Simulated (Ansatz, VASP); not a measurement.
## HfN in VASP and in Ansatz

File INCAR:

```
SYSTEM = HfN
PREC = Accurate
ENCUT = 600
EDIFF = 1E-6
ISMEAR = -1
SIGMA = 0.1
LREAL = .False.
LASPH = .True.
NELM = 60
ALGO = Normal
ISIF = 3
LWAVE = .False.
LCHARG = .False.
GGA = RE
IVDW = 12
IBRION = 2
NSW = 80
EDIFFG = -0.01
```

Contents of KPOINTS:

```
regular mesh
0
Gamma
  11 11 11
  0 0 0
```

POSCAR

```
HfN
1.0
    0.0000000000      2.2560000000      2.2560000000
    2.2560000000      0.0000000000      2.2560000000
    2.2560000000      2.2560000000      0.0000000000
Hf N
1 1
Direct
    0.0000000000      0.0000000000      0.0000000000
    0.5000000000      0.5000000000      0.5000000000
```

Input for Ansatz:

```yaml
crystal:
  lattice:
    - [0.0, 2.256, 2.256]
    - [2.256, 0.0, 2.256]
    - [2.256, 2.256, 0.0]
  atoms:
    - { symbol: Hf, position: [0.0, 0.0, 0.0] }
    - { symbol: "N", position: [0.5, 0.5, 0.5] }
kpoints:
  mp_grid:
    grid: [11, 11, 11]
hamiltonian:
  xc: revpbe
  dispersion: d3bj
scf:
  occupations:
    method: fermi_dirac
relax:
  f_tol: 0.01
  cell: {}
```

Alike in both runs: task relaxation of cell and atoms; functional revPBE; dispersion D3(BJ); k mesh 11 × 11 × 11; no spin polarisation.

|  | VASP | Ansatz |
| --- | --- | --- |
| version | VASP 6.6.1 | Ansatz 0.2.0 |
| potentials or method | VASP PAW PBE potentials, release 64 (Hf_pv, N) | plane waves, PAW |
| plane-wave cutoff (eV) | 600 | 420 |
| occupations | fermi-dirac, width 0.1 eV | fermi-dirac |
| valence electrons in the cell | 15 | 31 |

Ansatz gave:

| Property | Result |
| --- | --- |
| relaxed volume (Å³/atom) | 11.46 |
| relaxed cell length with the largest relative difference (Å) | 3.189 |

What did VASP give for the same quantities?

Relaxed volume (Å³/atom): 11.36; relaxed cell length with the largest relative difference (Å): 3.179.

VASP's potentials were made for PBE, not for revPBE. VASP's potentials hold 15 valence electrons a cell and Ansatz's 31, so a difference there can come from the potentials and not from the codes.

Neither program's run includes spin-orbit coupling.
